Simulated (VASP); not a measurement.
## BAs: single point with PBE+D3(BJ)

BAs:

```
CELL_PARAMETERS angstrom
0.00000 2.38209 2.38209
2.38209 0.00000 2.38209
2.38209 2.38209 0.00000
ATOMIC_POSITIONS crystal
As 0.75000 0.75000 0.75000
B 0.00000 0.00000 0.00000
```

- Program: VASP 6.6.1
- Task: single point
- Functional: PBE
- Dispersion: D3(BJ)
- Potentials or basis: VASP PAW PBE potentials, release 64 (As, B)
- Cutoff: 500 eV
- k mesh: 10 × 10 × 10
- Occupations: fermi-dirac, width 0.05 eV
- Spin: no spin polarisation

- Pressure: 0.7 GPa
- Band gap on the k mesh: 1.17 eV (least direct gap 3.29 eV)
- Dispersion energy per atom: -0.333 eV

Levels at points of the mesh, in eV from the valence-band top:
```
           k point  band 1  band 2  band 3  band 4  band 5  band 6  band 7  band 8
(0.00, 0.00, 0.00)  -15.48    0.00    0.00    0.00    3.29    3.29    3.29    4.79
(0.50, 0.00, 0.00)  -12.57   -8.85   -1.84   -1.84    2.74    4.79    4.79    8.88
(0.50, 0.50, 0.00)  -11.24   -8.58   -4.11   -4.11    1.42    1.43   11.44   11.44
```

Wall time 6.8 s on 1 thread of Intel(R) Xeon(R) 6975P-C (Granite Rapids), with other jobs on the host, peak memory 0.17 GiB.

A k mesh can miss the band edges. As with any semilocal functional, this PBE gap is likely too small.
